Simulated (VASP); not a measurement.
# BeS (I-4m2) in VASP: notebook

Runs on BeS. Level: r2SCAN. Tasks: single point.

Everything below comes from runs of VASP 6.6.1. Logs are shortened: lines on timing, memory, paths and dates and some standing lists are left out, and cuts for length are marked.

## 1. The cell of the first run

Symmetry: I-4m2, No. 119, tetragonal system. The conventional cell has a = 3.477 Å, b = 3.477 Å, c = 4.831 Å, α = 90.00°, β = 90.00°, γ = 90.00°. Within 2.8 Å of Be (site symmetry -4m2) lie 4 S at 2.12 Å. S (site symmetry -4m2) has 4 Be at 2.12 Å within 2.8 Å.

## 2. Single point, r2SCAN (in-plane strain +0.01, then relaxed in part)

File POSCAR:

```
BeS
1.0
    2.4585667435      2.4585667435      0.0000000000
   -2.4585667435      2.4585667435      0.0000000000
    0.0000000000      2.4585667435      2.4153409942
Be S
1 1
Direct
    0.0000000000      0.0000000000      0.0000000000
    0.7500000000      0.2500000000      0.5000000000
```

File INCAR.step1:

```
SYSTEM = BeS
PREC     = Accurate       ! precision mode
ENCUT    = 520            ! plane-wave cutoff, eV
ISMEAR   = 0              ! smearing method
SIGMA    = 0.01           ! smearing width, eV
LREAL    = .FALSE.        ! projectors in reciprocal space
LASPH    = .TRUE.         ! aspherical terms in the spheres
NELM     = 60             ! most SCF steps
NBANDS   = 11             ! bands
GGA      = PE             ! functional
ALGO     = Normal         ! electronic algorithm
EDIFF    = 1E-4           ! SCF threshold, eV
LWAVE    = .TRUE.         ! write WAVECAR
LCHARG   = .FALSE.        ! write CHGCAR
```

File INCAR.step2:

```
SYSTEM = BeS
PREC     = Accurate       ! precision mode
ENCUT    = 520            ! plane-wave cutoff, eV
EDIFF    = 1E-7           ! SCF threshold, eV
ISMEAR   = 0              ! smearing method
SIGMA    = 0.01           ! smearing width, eV
LREAL    = .FALSE.        ! projectors in reciprocal space
LASPH    = .TRUE.         ! aspherical terms in the spheres
NELM     = 60             ! most SCF steps
ALGO     = Normal         ! electronic algorithm
ISIF     = 2              ! what is computed and relaxed
LWAVE    = .FALSE.        ! write WAVECAR
LCHARG   = .TRUE.         ! write CHGCAR
METAGGA  = R2SCAN         ! meta-GGA
LMIXTAU  = .TRUE.       
LELF     = .TRUE.         ! ELF
LVHAR    = .TRUE.       
NBANDS   = 11             ! bands
ISTART   = 1
```

File KPOINTS:

```
regular mesh
0
G
  8 8 8
  0 0 0
```

Potentials or basis: VASP PAW PBE potentials, release 64 (Be, S).

Started as:

```bash
$ cat potpaw_PBE.64/Be/POTCAR potpaw_PBE.64/S/POTCAR > POTCAR
$ cp INCAR.step1 INCAR
$ mpirun -np 1 vasp_std > vasp.out
$ cp INCAR.step2 INCAR
$ mpirun -np 1 vasp_std > vasp.out
```

OUTCAR:

```text
SYSTEM = BeS
   PREC = Accurate
   ENCUT = 520
   EDIFF = 1E-7
   ISMEAR = 0
   LREAL = .FALSE.
   LASPH = .TRUE.
   NELM = 60
   ISIF = 2
   METAGGA = R2SCAN
   ISTART = 1

 ion  position               nearest neighbor table
   1  0.000  0.000  0.000-   2 2.12   2 2.12   2 2.12   2 2.12
   2  0.750  0.250  0.500-   1 2.12   1 2.12   1 2.12   1 2.12

  LATTYP: Found a body centered tetragonal cell.
 ALAT       =     3.4769384327
 C/A-ratio  =     1.3893493031

  Lattice vectors:

 A1 = (   2.4585667435,   0.0000000000,  -2.4153409942)
 A2 = (  -2.4585667435,   0.0000000000,  -2.4153409942)
 A3 = (   0.0000000000,   2.4585667435,   2.4153409942)

Analysis of symmetry for initial positions (statically):
=====================================================================
 Subroutine PRICEL returns:
 Original cell was already a primitive cell.

 Routine SETGRP: Setting up the symmetry group for a
 body centered tetragonal supercell.

 Subroutine GETGRP returns: Found  8 space group operations
 (whereof  8 operations were pure point group operations)
 out of a pool of 16 trial point group operations.

The static configuration has the point symmetry D_2d.

Analysis of symmetry for dynamics (positions and initial velocities):
=====================================================================
 Subroutine PRICEL returns:
 Original cell was already a primitive cell.

 Routine SETGRP: Setting up the symmetry group for a
 body centered tetragonal supercell.

 Subroutine GETGRP returns: Found  8 space group operations
 (whereof  8 operations were pure point group operations)
 out of a pool of 16 trial point group operations.

The dynamic configuration has the point symmetry D_2d.

 Subroutine INISYM returns: Found  8 space group operations
 (whereof  8 operations are pure point group operations),
 and found     1 'primitive' translations

----------------------------------------------------------------------------------------

                                     Primitive cell

  volume of cell :      29.1993

  direct lattice vectors                    reciprocal lattice vectors
     2.458566744  2.458566744  0.000000000     0.203370521  0.203370521 -0.207010108
    -2.458566744  2.458566744  0.000000000    -0.203370521  0.203370521 -0.207010108
     0.000000000  2.458566744  2.415340994     0.000000000  0.000000000  0.414020216

  length of vectors
     3.476938433  3.476938433  3.446508748     0.354361853  0.354361853  0.414020216

  position of ions in fractional coordinates (direct lattice)
     0.000000000  0.000000000  0.000000000
     0.750000000  0.250000000  0.500000000

  ion indices of the primitive-cell ions
   primitive index   ion index
                 1           1
                 2           2

----------------------------------------------------------------------------------------

 KPOINTS: regular mesh

Automatic generation of k-mesh.
 Grid dimensions read from file:
 generate k-points for:    8    8    8

 Generating k-lattice:

  Cartesian coordinates                     Fractional coordinates (reciprocal lattice)
     0.025421315  0.025421315 -0.025876263     0.125000000  0.000000000 -0.000000000
    -0.025421315  0.025421315 -0.025876263     0.000000000  0.125000000 -0.000000000
     0.000000000  0.000000000  0.051752527     0.000000000  0.000000000  0.125000000

  Length of vectors
     0.044295232  0.044295232  0.051752527

  Shift w.r.t. Gamma in fractional coordinates (k-lattice)
     0.000000000  0.000000000  0.000000000

 Subroutine IBZKPT returns following result:
 ===========================================

 Found     59 irreducible k-points:

 Following reciprocal coordinates:
            Coordinates               Weight
  0.000000  0.000000  0.000000      1.000000
  0.125000  0.000000  0.000000      8.000000
  0.250000  0.000000  0.000000      8.000000
  0.375000  0.000000  0.000000      8.000000
  0.500000  0.000000  0.000000      4.000000
  0.125000  0.125000  0.000000      8.000000
[... 16 lines left out ...]
  0.250000  0.000000  0.125000      4.000000
  0.375000  0.000000  0.125000      8.000000
 [... further k-points ...]
   k-points           NKPTS =     59   k-points in BZ     NKDIM =     59   number of bands    NBANDS=     11
   number of dos      NEDOS =    301   number of ions     NIONS =      2
   total plane-waves  NPLWV =  21952
   dimension x,y,z NGX =    28 NGY =   28 NGZ =   28
   dimension x,y,z NGXF=    56 NGYF=   56 NGZF=   56
   ions per type =               1   1
   NGX,Y,Z   is equivalent  to a cutoff of  13.39, 13.39, 13.51 a.u.
   NGXF,Y,Z  is equivalent  to a cutoff of  26.78, 26.78, 27.01 a.u.
 SYSTEM =  BeS
   PREC   = accura    normal or accurate (medium, high low for compatibility)
   ISTART =      1    job   : 0-new  1-cont  2-samecut
   ICHARG =      0    charge: 1-file 2-atom 10-const
   ISPIN  =      1    spin polarized calculation?
   LNONCOLLINEAR =      F non collinear calculations
[... 57 lines left out ...]
 fundamental gap:      3.4717684131
 Fermi energy:         3.8887194974

 k-point     1 :       0.0000    0.0000    0.0000
  band No.  band energies     occupation
      1     -10.4088      2.00000
      2       3.6949      2.00000
      3       3.6949      2.00000
      4       3.7884      2.00000
      5       9.9858      0.00000
      6      10.0048      0.00000
      7      10.0048      0.00000
      8      10.2017      0.00000
      9      16.9071      0.00000
     10      17.2932      0.00000
     11      19.4385      0.00000

 k-point     2 :       0.1250    0.0000    0.0000
  band No.  band energies     occupation
      1     -10.2293      2.00000
      2       2.5411      2.00000
      3       3.4916      2.00000
      4       3.5742      2.00000
      5       9.9262      0.00000
      6      10.3588      0.00000
      7      10.3609      0.00000
      8      11.4694      0.00000
      9      16.2848      0.00000
     10      16.5823      0.00000
     11      19.3407      0.00000

 k-point     3 :       0.2500    0.0000    0.0000
  band No.  band energies     occupation
      1      -9.7365      2.00000
      2       0.4261      2.00000
      3       3.0801      2.00000
      4       3.2001      2.00000
      5       9.8420      0.00000
      6      10.8746      0.00000
      7      10.9440      0.00000
      8      13.6380      0.00000
      9      16.1639      0.00000
     10      16.2725      0.00000
     11      18.8588      0.00000

 k-point     4 :       0.3750    0.0000    0.0000
  band No.  band energies     occupation
      1      -9.1161      2.00000
      2      -1.3522      2.00000
      3       2.7435      2.00000
      4       2.8950      2.00000
      5       9.7566      0.00000
      6      10.8862      0.00000
      7      11.0465      0.00000
      8      15.2263      0.00000
      9      17.5785      0.00000
     10      17.6747      0.00000
     11      19.0025      0.00000

 k-point     5 :       0.5000    0.0000    0.0000
  band No.  band energies     occupation
      1      -8.7965      2.00000
      2      -2.0782      2.00000
      3       2.6196      2.00000
      4       2.7830      2.00000
      5       9.7197      0.00000
      6      10.7921      0.00000
      7      10.9792      0.00000
      8      15.6708      0.00000
      9      19.2179      0.00000
     10      19.4434      0.00000
     11      19.8249      0.00000
[... 211 lines left out ...]
 k-point    21 :       0.5000    0.5000    0.0000
  band No.  band energies     occupation
      1      -8.2758      2.00000
      2      -1.3799      2.00000
      3       1.1289      2.00000
      4       1.1598      2.00000
      5       7.3978      0.00000
      6       9.1884      0.00000
      7      17.3227      0.00000
      8      17.4420      0.00000
      9      20.0868      0.00000
     10      20.7245      0.00000
     11      21.3421      0.00000

 k-point    22 :       0.0000    0.0000    0.1250
  band No.  band energies     occupation
      1     -10.1632      2.00000
      2       2.8211      2.00000
      3       3.1083      2.00000
      4       3.1083      2.00000
      5       9.5155      0.00000
      6      10.9654      0.00000
      7      10.9654      0.00000
      8      11.2892      0.00000
      9      15.4451      0.00000
     10      17.2649      0.00000
     11      20.0973      0.00000

 k-point    23 :       0.2500    0.0000    0.1250
  band No.  band energies     occupation
      1      -9.9495      2.00000
      2       1.5582      2.00000
      3       2.6445      2.00000
      4       3.4452      2.00000
      5      10.3907      0.00000
      6      10.5678      0.00000
      7      10.8531      0.00000
      8      12.4787      0.00000
      9      15.1560      0.00000
     10      16.8452      0.00000
     11      20.0338      0.00000

 k-point    24 :       0.3750    0.0000    0.1250
  band No.  band energies     occupation
      1      -9.4044      2.00000
      2      -0.1584      2.00000
      3       2.0429      2.00000
      4       3.0308      2.00000
      5      10.4141      0.00000
      6      11.1282      0.00000
      7      11.3355      0.00000
      8      13.6110      0.00000
      9      15.2480      0.00000
     10      18.3808      0.00000
     11      19.6959      0.00000

 [... further k-points ...]
[... 5 lines left out ...]
  --------------------------------------------------------------------------------------
  -------------------------------------------------------------------------------------
  Total       -0.2647055     -0.2647055      0.0442474      0.0000000      0.0000000      0.0000000
  in kB      -14.5244987    -14.5244987      2.4278741      0.0000000      0.0000000      0.0000000
  external PRESSURE =      -8.8737078 kB  Pullay stress =       0.0000000 kB

 VOLUME and BASIS-vectors are now :
 -----------------------------------------------------------------------------
  energy-cutoff  :      520.00
  volume of cell :       29.20
      direct lattice vectors                 reciprocal lattice vectors
     2.458566744  2.458566744  0.000000000     0.203370521  0.203370521 -0.207010108
    -2.458566744  2.458566744  0.000000000    -0.203370521  0.203370521 -0.207010108
     0.000000000  2.458566744  2.415340994     0.000000000  0.000000000  0.414020216

 POSITION                                       TOTAL-FORCE (eV/Angst)
 -----------------------------------------------------------------------------------
      0.00000      0.00000      0.00000        -0.000000     -0.000000      0.000000
      1.22928      3.68785      1.20767         0.000000      0.000000      0.000000
 -----------------------------------------------------------------------------------
    total drift:                               -0.000000      0.000000     -0.000000

  FREE ENERGIE OF THE ION-ELECTRON SYSTEM (eV)
  ---------------------------------------------------
  free  energy   TOTEN  =       -14.7840943937 eV

  energy  without entropy=      -14.7840943937  energy(sigma->0) =      -14.78409439
```

Wall time 2 min (1 thread of Intel Xeon Platinum 8375C at 2.90GHz (Ice Lake), shared host); peak memory 0.16 GiB.

What came out:

- Free energy: -14.7841 eV
- Pressure: -0.9 GPa
- Band gap on the k mesh: 3.47 eV (least direct gap 6.20 eV)

Stress tensor (GPa, compression positive):
```
-1.45  0.00  0.00
 0.00 -1.45  0.00
 0.00  0.00  0.24
```

Levels at points of the mesh, in eV from the valence-band top:
```
           k point  band 2  band 3  band 4  band 5  band 6  band 7
(0.00, 0.00, 0.00)   -0.09   -0.09    0.00    6.20    6.22    6.22
(0.50, 0.00, 0.00)   -5.87   -1.17   -1.01    5.93    7.00    7.19
(0.50, 0.50, 0.00)   -5.17   -2.66   -2.63    3.61    5.40   13.53
(0.00, 0.00, 0.50)   -5.05   -2.79   -2.79    3.47    5.23   13.61
```

Caveat: the cell differs from its parent crystal (in-plane strain +0.01, then relaxed in part); the PAW data sets were made with another functional, which shifts forces and pressure a little. A k mesh can miss the band edges.

## 3. Single point, r2SCAN (in-plane strain +0.01)

POSCAR: that of step 2 with these lines changed.

```diff
@@ -4,3 +4,3 @@
    -2.4585667435      2.4585667435      0.0000000000
-    0.0000000000      2.4585667435      2.4153409942
+    0.0000000000      2.4585667435      2.4196191515
 Be S
```

File INCAR.step1:

```
PREC = Accurate
ENCUT = 520
ISMEAR = 0
SIGMA = 0.01
LREAL = F
LASPH = T
NELM = 80
NBANDS = 11
GGA = PE
ALGO = Normal
EDIFF = 1E-4
LWAVE = T
LCHARG = F
```

File INCAR.step2:

```
PREC = Accurate
ENCUT = 520
EDIFF = 1E-6
ISMEAR = 0
SIGMA = 0.01
LREAL = F
LASPH = T
NELM = 80
ALGO = Normal
ISIF = 2
LWAVE = F
LCHARG = F
METAGGA = R2SCAN
LMIXTAU = T
NBANDS = 11
ISTART = 1
```

File KPOINTS:

```
regular mesh
0
Gamma
  8 8 8
```

Potentials or basis: VASP PAW PBE potentials, release 64 (Be, S).

Started as:

```bash
$ cat potpaw_PBE.64/Be/POTCAR potpaw_PBE.64/S/POTCAR > POTCAR
$ cp INCAR.step1 INCAR
$ mpirun -np 1 vasp_std > vasp.out
$ cp INCAR.step2 INCAR
$ mpirun -np 1 vasp_std > vasp.out
```

Wall time 1.7 min (1 thread of Intel Xeon Platinum 8375C at 2.90GHz (Ice Lake), shared host); peak memory 0.16 GiB.

It converged, with:

```
Free energy            : -14.7841 eV
Pressure               : -1.1 GPa
Band gap on the k mesh : 3.49 eV (least direct gap 6.21 eV)
```

Stress tensor (GPa, compression positive):
```
-1.56  0.00  0.00
 0.00 -1.56  0.00
 0.00  0.00 -0.03
```

Levels at points of the mesh, in eV from the valence-band top:
```tsv
k point	band 1	band 2	band 3	band 4	band 5	band 6	band 7	band 8	band 9
(0.00, 0.00, 0.00)	-14.18	-0.08	-0.08	0.00	6.21	6.22	6.22	6.40	13.14
(0.50, 0.00, 0.00)	-12.57	-5.85	-1.15	-1.01	5.93	7.02	7.18	11.88	15.44
(0.50, 0.50, 0.00)	-12.05	-5.15	-2.65	-2.62	3.61	5.40	13.54	13.64	16.29
(0.00, 0.00, 0.50)	-11.98	-5.04	-2.77	-2.77	3.49	5.25	13.60	13.60	16.50
```

Caveat: the cell differs from its parent crystal (in-plane strain +0.01); the PAW data sets were made with another functional, which shifts forces and pressure a little.

## 4. Single point, r2SCAN (film at in-plane strain +0.01)

POSCAR: that of step 3 with these lines changed.

```diff
@@ -4,3 +4,3 @@
    -2.4585667435      2.4585667435      0.0000000000
-    0.0000000000      2.4585667435      2.4196191515
+    0.0000000000      2.4585667435      2.4153409942
 Be S
```

File INCAR.step1:

```
  PREC = Accurate
  ENCUT = 520
  ISMEAR = 0
  SIGMA = 0.01
  LREAL = F
  LASPH = T
  NELM = 80
  NBANDS = 11
  GGA = PE
  ALGO = Normal
  EDIFF = 1E-4
  LWAVE = T
  LCHARG = F
```

File INCAR.step2:

```
  PREC = Accurate
  ENCUT = 520
  EDIFF = 1E-6
  ISMEAR = 0
  SIGMA = 0.01
  LREAL = F
  LASPH = T
  NELM = 80
  ALGO = Normal
  ISIF = 2
  LWAVE = F
  LCHARG = F
  METAGGA = R2SCAN
  LMIXTAU = T
  NBANDS = 11
  ISTART = 1
```

KPOINTS is that of step 3.

Started as:

```bash
$ cat potpaw_PBE.64/Be/POTCAR potpaw_PBE.64/S/POTCAR > POTCAR
$ cp INCAR.step1 INCAR
$ mpirun -np 1 vasp_std > vasp.out
$ cp INCAR.step2 INCAR
$ mpirun -np 1 vasp_std > vasp.out
```

Run time: 2 min. Hardware: 1 thread of Intel Xeon Platinum 8375C at 2.90GHz (Ice Lake), shared host; peak memory 0.16 GiB.

It converged, with:

| Property | Result |
| --- | --- |
| Free energy | -14.7841 eV |
| Pressure | -0.9 GPa |
| Band gap on the k mesh | 3.47 eV (least direct gap 6.20 eV) |

Stress tensor (GPa, compression positive):
```
-1.45  0.00  0.00
 0.00 -1.45  0.00
 0.00  0.00  0.24
```

Levels at points of the mesh, in eV from the valence-band top:
```csv
k point,band 1,band 2,band 3,band 4,band 5,band 6,band 7,band 8,band 9
"(0.00, 0.00, 0.00)",-14.20,-0.09,-0.09,0.00,6.20,6.22,6.22,6.41,13.12
"(0.50, 0.00, 0.00)",-12.58,-5.87,-1.17,-1.01,5.93,7.00,7.19,11.88,15.43
"(0.50, 0.50, 0.00)",-12.06,-5.17,-2.66,-2.63,3.61,5.40,13.53,13.65,16.30
"(0.00, 0.00, 0.50)",-11.98,-5.05,-2.79,-2.79,3.47,5.23,13.61,13.61,16.53
```

Caveat: the cell differs from its parent crystal (film at in-plane strain +0.01); the PAW data sets were made with another functional, which shifts forces and pressure a little. A k mesh can miss the band edges.

## 5. Single point, r2SCAN (in-plane strain +0.02, then relaxed in part)

File POSCAR:

```
BeS
1.0
    2.4829089885      2.4829089885      0.0000000000
   -2.4829089885      2.4829089885      0.0000000000
    0.0000000000      2.4829089885      2.3958932926
Be S
1 1
Direct
    0.0000000000      0.0000000000      0.0000000000
    0.7500000000      0.2500000000      0.5000000000
```

File INCAR.step1:

```
ALGO = Normal ; EDIFF = 1E-4
ENCUT = 520 ; GGA = PE
ISMEAR = 0 ; LASPH = T
LCHARG = F ; LREAL = F
LWAVE = T ; NBANDS = 11
NELM = 60 ; PREC = Accurate
SIGMA = 0.01
```

File INCAR.step2:

```
ALGO = Normal ; EDIFF = 1E-7
ENCUT = 520 ; ISIF = 2
ISMEAR = 0 ; ISTART = 1
LASPH = T ; LCHARG = F
LMIXTAU = T ; LREAL = F
LWAVE = F ; METAGGA = R2SCAN
NBANDS = 11 ; NELM = 60
PREC = Accurate ; SIGMA = 0.01
```

File KPOINTS:

```
k-points
0
Gamma
  8 8 8
```

Started as:

```bash
$ cat potpaw_PBE.64/Be/POTCAR potpaw_PBE.64/S/POTCAR > POTCAR
$ cp INCAR.step1 INCAR
$ mpirun -np 1 vasp_std > vasp.out
$ cp INCAR.step2 INCAR
$ mpirun -np 1 vasp_std > vasp.out
```

It took 98 s on 1 thread of Intel Xeon Platinum 8375C at 2.90GHz (Ice Lake), shared host; peak memory 0.16 GiB.

Results (log left out):

- Free energy: -14.7757 eV
- Pressure: -2.0 GPa
- Band gap on the k mesh: 3.36 eV (least direct gap 6.14 eV)

Stress tensor (GPa, compression positive):
```
-3.06  0.00  0.00
 0.00 -3.06  0.00
 0.00  0.00  0.21
```

Levels at points of the mesh, in eV from the valence-band top:
```csv
k point,band 2,band 3,band 4,band 5,band 6,band 7
"(0.00, 0.00, 0.00)",-0.18,-0.18,0.00,6.14,6.18,6.18
"(0.50, 0.00, 0.00)",-5.85,-1.29,-0.97,5.78,6.87,7.27
"(0.50, 0.50, 0.00)",-5.21,-2.64,-2.58,3.62,5.41,13.28
"(0.00, 0.00, 0.50)",-4.96,-2.90,-2.90,3.36,5.06,13.45
```

Caveat: the cell differs from its parent crystal (in-plane strain +0.02, then relaxed in part); the PAW data sets were made with another functional, which shifts forces and pressure a little. A k mesh can miss the band edges.

## 6. Summary

```csv
cell,gap on the mesh (eV),pressure (GPa)
"a = 3.477, b = 3.477, c = 3.447 Å, angles 59.7, 59.7, 90.0°, 2 atoms",3.47,-0.9
"a = 3.477, b = 3.477, c = 3.450 Å, angles 59.7, 59.7, 90.0°, 2 atoms",3.49,-1.1
"a = 3.511, b = 3.511, c = 3.450 Å, angles 59.4, 59.4, 90.0°, 2 atoms",3.36,-2.0
```

Alike in all rows: task single point; level r2SCAN; potentials or basis VASP PAW PBE potentials, release 64 (Be, S); no spin polarisation; k mesh 8 × 8 × 8; cutoff (eV) 520; smearing gaussian 0.01 eV.

Caveats: the PAW data sets were made with another functional, which shifts forces and pressure a little.

Absolute energies hang on the potentials; compare differences alone.
